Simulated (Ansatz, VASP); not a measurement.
One calculation of GdN, two programs

The input INCAR:

```
SYSTEM = GdN
PREC = Accurate
ENCUT = 520
EDIFF = 1E-7
ISMEAR = 0
SIGMA = 0.05
LREAL = .False.
LASPH = .True.
NELM = 150
ALGO = Normal
ISIF = 2
LWAVE = .False.
LCHARG = .True.
ISPIN = 2
MAGMOM = 7.5 7.5 0 0
LORBIT = 11
LMAXMIX = 6
GGA = PE
LELF = .True.
LVHAR = .True.
NBANDS = 35
```

File KPOINTS:

```
regular mesh
0
Gamma
  10 10 8
  0 0 0
```

File POSCAR:

```
GdN
1.0
    4.0626592880      0.0000000000      0.0000000000
   -2.0313296440      3.5183661503      0.0000000000
    0.0000000000      0.0000000000      5.0658774164
Gd N
2 2
Direct
    0.6666666667      0.3333333333      0.0497796170
    0.3333333333      0.6666666667      0.5497796170
    0.6666666667      0.3333333333      0.5754203830
    0.3333333333      0.6666666667      0.0754203830
```

Input for Ansatz:

```yaml
crystal:
  lattice:
    - [4.062659288, 0.0, 0.0]
    - [-2.031329644, 3.5183661503, 0.0]
    - [0.0, 0.0, 5.0658774164]
  atoms:
    - { symbol: Gd, position: [0.6666666667, 0.3333333333, 0.049779617], spin: 7.5 }
    - { symbol: Gd, position: [0.3333333333, 0.6666666667, 0.549779617], spin: 7.5 }
    - { symbol: "N", position: [0.6666666667, 0.3333333333, 0.575420383] }
    - { symbol: "N", position: [0.3333333333, 0.6666666667, 0.075420383] }
basis:
  ecutwfc: 420
  ecutrho_ratio: 4
kpoints:
  mp_grid: { grid: [10, 10, 8] }
  band_path:
    path:
      - [[0.0, 0.0, 0.0], [0.5, 0.0, 0.0], [0.33333333, 0.33333333, 0.0], [0.0, 0.0, 0.0], [0.0, 0.0, 0.5], [0.5, 0.0, 0.5], [0.33333333, 0.33333333, 0.5], [0.0, 0.0, 0.5]]
      - [[0.5, 0.0, 0.5], [0.5, 0.0, 0.0]]
      - [[0.33333333, 0.33333333, 0.5], [0.33333333, 0.33333333, 0.0]]
    npoints: 14
hamiltonian:
  xc: pbe
scf:
  occupations: { method: gaussian, width: 0.05 }
  lower_state_search: "off"
  n_extra_bands: 27
output:
  forces: true
  stress: true
  eigenvalues: true
  populations: true
  hubbard: { sites: [{ species: Gd, l: f }] }
  dos: { projected: true, de: 0.02, nscf_kmesh: { grid: [15, 15, 12] } }
  bader: true
  write_density: true
  write_potential: true
  elf: true
  volumetric_format: npy
magnetization:
  spin_polarized: true
checkpoint:
  read: start.run
  write: ck
  compress: false
  write_wavefunctions: false
  write_every: 100000
```

Alike in both runs: task single point; functional PBE; k mesh 10 × 10 × 8; occupations gaussian, width 0.05 eV; collinear spin.

|  | VASP | Ansatz |
| --- | --- | --- |
| version | VASP 6.6.1 | Ansatz 0.2.0 |
| potentials or method | VASP PAW PBE potentials, release 64 (Gd, N), cutoff 520 eV | scalar-relativistic, plane waves, PAW |
| valence electrons in the cell | 46 | 46 |

|  | VASP | Ansatz | Ansatz less VASP |
| --- | --- | --- | --- |
| gap on the k mesh at the Fermi level (eV) | 0.67 | 0.65 | -0.019 |
| least direct gap on the mesh (eV) | 0.95 | 0.93 | -0.025 |
| pressure (GPa) | 0.1 | 0.0 | -0.09 |
| traceless stress, the component that is largest in VASP (GPa) | -0.09 | -0.04 | +0.051 |
| rms of the force components (eV/Å) | 0.004 | 0.000 | -0.0032 |
| net moment per atom (μB) | 3.50 | 3.50 | 0.000 |
| size of the moment on the site where the two differ most (μB) | 6.80 | 6.82 | +0.019 |

Site moments also hang on the region over which each program counts them. Atom by atom the forces differ by 0.003 eV/Å (rms over components). Ansatz's warnings: stability check not made.

Spin-orbit coupling is off throughout.
